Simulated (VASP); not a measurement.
# TaN (P-6m2) in VASP: single point with LDA

Aim: the single point of TaN with LDA.

All numbers are computed with VASP 6.6.1; they aren't measurements. Logs are shortened: lines on timing, memory, paths and dates and some standing lists are left out, and cuts for length are marked.

## (1) The cell of the first run

Symmetry: P-6m2, No. 187, hexagonal system. Conventional cell: a = 2.938 Å, b = 2.938 Å, c = 2.883 Å, α = 90.00°, β = 90.00°, γ = 120.00°. Ta (site symmetry -6m2) has 6 N at 2.23 Å and 8 Ta at 2.88 to 2.94 Å within 3.0 Å. Within 3.0 Å of N (site symmetry -6m2) lie 6 Ta at 2.23 Å and 8 N at 2.88 to 2.94 Å.

## (2) Single point, LDA

INCAR

```
SYSTEM = TaN
ALGO = Normal ; EDIFF = 1E-6
ENCUT = 520 ; ISIF = 2
ISMEAR = 0 ; LASPH = .True.
LCHARG = .False. ; LREAL = .False.
LWAVE = .False. ; NBANDS = 15
NELM = 80 ; PREC = Accurate
SIGMA = 0.15
```

KPOINTS

```
k-points
0
Gamma
  18 18 16
  0 0 0
```

POSCAR

```
TaN
1.0
    2.9379988584      0.0000000000      0.0000000000
   -1.4689994292      2.5443816477      0.0000000000
    0.0000000000      0.0000000000      2.8830000000
Ta N
1 1
Direct
    0.3333333333      0.6666666667      0.5000000000
    0.0000000000      0.0000000000      0.0000000000
```

Potentials or basis: VASP PAW LDA potentials, release 64 (Ta_pv, N).

Launch:

```bash
$ cat potpaw_LDA.64/Ta_pv/POTCAR potpaw_LDA.64/N/POTCAR > POTCAR
$ mpirun -np 1 vasp_std > vasp.out
```

OUTCAR:

```text
SYSTEM = TaN
   EDIFF = 1E-6
   ENCUT = 520
   ISIF = 2
   ISMEAR = 0
   LASPH = .True.
   LREAL = .False.
   NELM = 80
   PREC = Accurate

 ion  position               nearest neighbor table
   1  0.333  0.667  0.500-   2 2.23   2 2.23   2 2.23   2 2.23   2 2.23   2 2.23
   2  0.000  0.000  0.000-   1 2.23   1 2.23   1 2.23   1 2.23   1 2.23   1 2.23

  LATTYP: Found a hexagonal cell.
 ALAT       =     2.9379988584
 C/A-ratio  =     0.9812801635

  Lattice vectors:

 A1 = (   2.9379988584,   0.0000000000,   0.0000000000)
 A2 = (  -1.4689994292,   2.5443816477,   0.0000000000)
 A3 = (   0.0000000000,   0.0000000000,   2.8830000000)

Analysis of symmetry for initial positions (statically):
=====================================================================
 Subroutine PRICEL returns:
 Original cell was already a primitive cell.

 Routine SETGRP: Setting up the symmetry group for a
 hexagonal supercell.

 Subroutine GETGRP returns: Found 12 space group operations
 (whereof 12 operations were pure point group operations)
 out of a pool of 24 trial point group operations.

The static configuration has the point symmetry D_3h.

Analysis of symmetry for dynamics (positions and initial velocities):
=====================================================================
 Subroutine PRICEL returns:
 Original cell was already a primitive cell.

 Routine SETGRP: Setting up the symmetry group for a
 hexagonal supercell.

 Subroutine GETGRP returns: Found 12 space group operations
 (whereof 12 operations were pure point group operations)
 out of a pool of 24 trial point group operations.

The dynamic configuration has the point symmetry D_3h.

 Subroutine INISYM returns: Found 12 space group operations
 (whereof 12 operations are pure point group operations),
 and found     1 'primitive' translations

----------------------------------------------------------------------------------------

                                     Primitive cell

  volume of cell :      21.5516

  direct lattice vectors                    reciprocal lattice vectors
     2.937998858  0.000000000  0.000000000     0.340367729  0.196511400  0.000000000
    -1.468999429  2.544381648  0.000000000     0.000000000  0.393022800  0.000000000
     0.000000000  0.000000000  2.883000000     0.000000000  0.000000000  0.346860909

  length of vectors
     2.937998858  2.937998858  2.883000000     0.393022800  0.393022800  0.346860909

  position of ions in fractional coordinates (direct lattice)
     0.333333333  0.666666667  0.500000000
     0.000000000  0.000000000  0.000000000

  ion indices of the primitive-cell ions
   primitive index   ion index
                 1           1
                 2           2

----------------------------------------------------------------------------------------

 KPOINTS: k-points

Automatic generation of k-mesh.
 Grid dimensions read from file:
 generate k-points for:   18   18   16

 Generating k-lattice:

  Cartesian coordinates                     Fractional coordinates (reciprocal lattice)
     0.018909318  0.010917300  0.000000000     0.055555556 -0.000000000  0.000000000
     0.000000000  0.021834600  0.000000000     0.000000000  0.055555556  0.000000000
     0.000000000  0.000000000  0.021678807     0.000000000  0.000000000  0.062500000

  Length of vectors
     0.021834600  0.021834600  0.021678807

  Shift w.r.t. Gamma in fractional coordinates (k-lattice)
     0.000000000  0.000000000  0.000000000

 Subroutine IBZKPT returns following result:
 ===========================================

 Found    333 irreducible k-points:

 Following reciprocal coordinates:
            Coordinates               Weight
  0.000000  0.000000  0.000000      1.000000
  0.055556  0.000000  0.000000      6.000000
  0.111111  0.000000  0.000000      6.000000
  0.166667  0.000000  0.000000      6.000000
  0.222222 -0.000000  0.000000      6.000000
  0.277778 -0.000000  0.000000      6.000000
[... 16 lines left out ...]
  0.333333  0.111111  0.000000     12.000000
  0.388889  0.111111  0.000000     12.000000
 [... further k-points ...]
   k-points           NKPTS =    333   k-points in BZ     NKDIM =    333   number of bands    NBANDS=     15
   number of dos      NEDOS =    301   number of ions     NIONS =      2
   total plane-waves  NPLWV =  13824
   dimension x,y,z NGX =    24 NGY =   24 NGZ =   24
   dimension x,y,z NGXF=    48 NGYF=   48 NGZF=   48
   ions per type =               1   1
   NGX,Y,Z   is equivalent  to a cutoff of  13.58, 13.58, 13.84 a.u.
   NGXF,Y,Z  is equivalent  to a cutoff of  27.16, 27.16, 27.68 a.u.
 SYSTEM =  TaN
   PREC   = accura    normal or accurate (medium, high low for compatibility)
   ISTART =      0    job   : 0-new  1-cont  2-samecut
   ICHARG =      2    charge: 1-file 2-atom 10-const
   ISPIN  =      1    spin polarized calculation?
   LNONCOLLINEAR =      F non collinear calculations
   LSORBIT =      F    spin-orbit coupling
   LASPH  =      T    aspherical Exc in radial PAW
   ENCUT  =  520.0 eV  38.22 Ry    6.18 a.u.   5.46  5.46  5.36*2*pi/ulx,y,z
   NELM   =     80;   NELMIN=  2; NELMDL= -5     # of ELM steps
   EDIFF  = 0.1E-05   stopping-criterion for ELM
   LREAL  =      F    real-space projection
   EDIFFG = 0.1E-04   stopping-criterion for IOM
   NSW    =      0    number of steps for IOM
   IBRION =     -1    ionic relax: 0-MD 1-quasi-New 2-CG
   NFREE  =      0    steps in history (QN), initial steepest desc. (CG)
   ISIF   =      2    stress and relaxation
   ISYM   =      2    0-nonsym 1-usesym 2-fastsym
   POTIM  = 0.5000    time-step for ionic-motion
   TEBEG  =    0.0;   TEEND  =   0.0 temperature during run
   PSTRESS=    0.0 pullay stress
   NELECT =      16.0000    total number of electrons
   NUPDOWN=      -1.0000    fix difference up-down
   EMIN   =  10.00;   EMAX   =-10.00  energy-range for DOS
   EFERMI =   0.00;   METHOD = LEGACY
   ISMEAR =     0;   SIGMA  =   0.15  broadening in eV -4-tet -1-fermi 0-gaus
   EFERMI_NEDOS =   21; number of points for ismear=-14 and -15
   IALGO  =     38    algorithm
   IMIX   =      4    mixing-type and parameters
     AMIX     =   0.40;   BMIX     =  1.00
     AMIX_MAG =   1.60;   BMIX_MAG =  1.00
  volume/ion in A,a.u.               =      10.78        72.72
  Fermi-wavevector in a.u.,A,eV,Ry     =   1.482366  2.801265 29.897546  2.197408
  Thomas-Fermi vector in A             =   2.596161
   LORBIT       =      0    0 simple, 1 ext, 2 COOP (PROOUT), +10 PAW based schemes
   GGA     = CA    functional components
   LHFCALC =     F    Hartree Fock is set to
   AEXX    =    0.0000 exact exchange contribution
   IVDW    =     0    specifies the selected vdW correction
   LEPSILON=     F    determine dielectric tensor
   LRPA    =     F    only Hartree local field effects (RPA)
 non-spin polarized calculation
 Gauss-broadening in eV      SIGMA  =   0.15
  energy-cutoff  :      520.00
  volume of cell :       21.55
 maximum number of plane-waves:       605
 NGX is ok and might be reduce to    24
   NGX = 11   NGY = 11   NGZ = 11

 number of electron      16.0000001 magnetization

 Free energy of the ion-electron system (eV)
  ---------------------------------------------------
  ext. energy  EPLUGINS =         0.00000000
  ---------------------------------------------------
  free energy    TOTEN  =       -24.70075812 eV

  energy without entropy =      -24.70002838  energy(sigma->0) =      -24.70039325

 E-fermi :   8.0646     XC(G=0): -13.5826

 val. band max:        8.0180521588   @ k =   0.0000   0.0000   0.4375
 cond. band min:       8.0998221256   @ k =   0.0556   0.0000   0.5000
 fundamental gap:      0.0817699668
 Fermi energy:         8.0646356309

 k-point     1 :       0.0000    0.0000    0.0000
  band No.  band energies     occupation
      1     -26.5250      2.00000
      2     -26.2591      2.00000
      3     -26.2591      2.00000
      4      -9.4286      2.00000
      5       3.5637      2.00000
      6       3.5637      2.00000
      7       3.9099      2.00000
      8       5.2341      2.00000
      9      10.4745      0.00000
     10      11.6874      0.00000
     11      11.6874      0.00000
     12      12.0373      0.00000
     13      12.0373      0.00000
     14      20.4898      0.00000
     15      21.2911      0.00000

 k-point     2 :       0.0556    0.0000    0.0000
  band No.  band energies     occupation
      1     -26.5206      2.00000
      2     -26.2937      2.00000
      3     -26.2665      2.00000
      4      -9.3627      2.00000
      5       3.3564      2.00000
      6       3.6138      2.00000
      7       4.0129      2.00000
      8       5.1374      2.00000
      9      10.7121      0.00000
     10      11.5490      0.00000
     11      11.6960      0.00000
     12      12.0040      0.00000
     13      12.1278      0.00000
     14      20.4904      0.00000
     15      21.2739      0.00000

 k-point     3 :       0.1111    0.0000    0.0000
  band No.  band energies     occupation
      1     -26.5080      2.00000
      2     -26.3921      2.00000
      3     -26.2876      2.00000
      4      -9.1722      2.00000
      5       2.8683      2.00000
      6       3.7565      2.00000
      7       4.2526      2.00000
      8       4.8747      2.00000
      9      11.1128      0.00000
     10      11.4106      0.00000
     11      11.7308      0.00000
     12      11.9093      0.00000
     13      12.3636      0.00000
     14      20.4919      0.00000
     15      21.2290      0.00000
[... 343 lines left out ...]
 k-point    23 :       0.3333    0.1111    0.0000
  band No.  band energies     occupation
      1     -27.1734      2.00000
      2     -26.5433      2.00000
      3     -26.3901      2.00000
      4      -7.2823      2.00000
      5       0.2635      2.00000
      6       3.1239      2.00000
      7       4.0171      2.00000
      8       5.7848      2.00000
      9      10.4953      0.00000
     10      10.4965      0.00000
     11      12.9395      0.00000
     12      14.0319      0.00000
     13      15.8754      0.00000
     14      20.4910      0.00000
     15      21.2165      0.00000

 k-point    24 :       0.3889    0.1111    0.0000
  band No.  band energies     occupation
      1     -27.2468      2.00000
      2     -26.5696      2.00000
      3     -26.3779      2.00000
      4      -7.0667      2.00000
      5       0.0724      2.00000
      6       2.9850      2.00000
      7       3.8893      2.00000
      8       5.8398      2.00000
      9      10.3593      0.00000
     10      11.1736      0.00000
     11      12.6711      0.00000
     12      14.1124      0.00000
     13      16.7649      0.00000
     14      20.1820      0.00000
     15      20.5574      0.00000

 [... further k-points ...]

------------------------ aborting loop because EDIFF is reached ----------------------------------------

  FORCE on cell =-STRESS in cart. coord.  units (eV):
  Direction    XX          YY          ZZ          XY          YZ          ZX
  --------------------------------------------------------------------------------------
  -------------------------------------------------------------------------------------
  Total       -1.2584791     -1.2584791     -1.4348702      0.0000000      0.0000000      0.0000000
  in kB      -93.5573872    -93.5573872   -106.6705857      0.0000000      0.0000000      0.0000000
  external PRESSURE =     -97.9284534 kB  Pullay stress =       0.0000000 kB

 VOLUME and BASIS-vectors are now :
 -----------------------------------------------------------------------------
  energy-cutoff  :      520.00
  volume of cell :       21.55
      direct lattice vectors                 reciprocal lattice vectors
     2.937998858  0.000000000  0.000000000     0.340367729  0.196511400  0.000000000
    -1.468999429  2.544381648  0.000000000     0.000000000  0.393022800  0.000000000
     0.000000000  0.000000000  2.883000000     0.000000000  0.000000000  0.346860909

 POSITION                                       TOTAL-FORCE (eV/Angst)
 -----------------------------------------------------------------------------------
     -0.00000      1.69625      1.44150         0.000000      0.000000      0.000000
      0.00000      0.00000      0.00000        -0.000000      0.000000      0.000000
 -----------------------------------------------------------------------------------
    total drift:                                0.000000     -0.000000     -0.000000

  FREE ENERGIE OF THE ION-ELECTRON SYSTEM (eV)
  ---------------------------------------------------
  free  energy   TOTEN  =       -24.7007581229 eV

  energy  without entropy=      -24.7000283784  energy(sigma->0) =      -24.70039325
```

It took 55 s on 1 thread of Intel Xeon Platinum 8375C at 2.90GHz (Ice Lake), shared host; peak memory 0.22 GiB.

Results:

* Free energy: -24.7008 eV
* Pressure: -9.8 GPa
* Band gap on the k mesh: zero (bands 8 and 9 overlap by 0.42 eV)

Stress tensor (GPa, compression positive):
```
 -9.36   0.00   0.00
  0.00  -9.36   0.00
  0.00   0.00 -10.67
```

Caveat: the cell stands under tension; spin-orbit coupling is left out, which moves the levels of the heavy elements.
